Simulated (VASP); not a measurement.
A run of VASP 6.6.1 is set up as follows.

Contents of POSCAR:

```
ZnS
1.0
    0.0000000000      2.5526873887      2.5526873887
    2.5526873887      0.0000000000      2.5526873887
    2.5526873887      2.5526873887      0.0000000000
S Zn
1 1
Direct
    0.0000000000      0.0000000000      0.0000000000
    0.5000000000      0.5000000000      0.5000000000
```

Contents of INCAR.step1:

```
PREC = Accurate
ENCUT = 520
ISMEAR = 0
SIGMA = 0.05
LREAL = False
LASPH = True
NELM = 80
NBANDS = 16
GGA = PE
ALGO = Normal
EDIFF = 1E-4
LWAVE = True
LCHARG = False
```

INCAR.step2

```
PREC = Accurate
ENCUT = 520
EDIFF = 1E-6
ISMEAR = 0
SIGMA = 0.05
LREAL = False
LASPH = True
NELM = 80
ALGO = Normal
ISIF = 2
LWAVE = False
LCHARG = False
METAGGA = R2SCAN
LMIXTAU = True
NBANDS = 16
ISTART = 1
```

File KPOINTS:

```
Automatic mesh
0
Gamma
  12 12 12
```

Potentials or basis: VASP PAW PBE potentials, release 64 (S, Zn).

Run with:

```bash
$ cat potpaw_PBE.64/S/POTCAR potpaw_PBE.64/Zn/POTCAR > POTCAR
$ cp INCAR.step1 INCAR
$ mpirun -np 1 vasp_std > vasp.out
$ cp INCAR.step2 INCAR
$ mpirun -np 1 vasp_std > vasp.out
```

(1) Predict the band gap on the k mesh.

(2) What does it give for the pressure?

Answers

(1) 0.15 eV (least direct gap 2.67 eV).

(2) -2.2 GPa.

Caveat: the PAW data sets were made with another functional, which shifts forces and pressure a little.
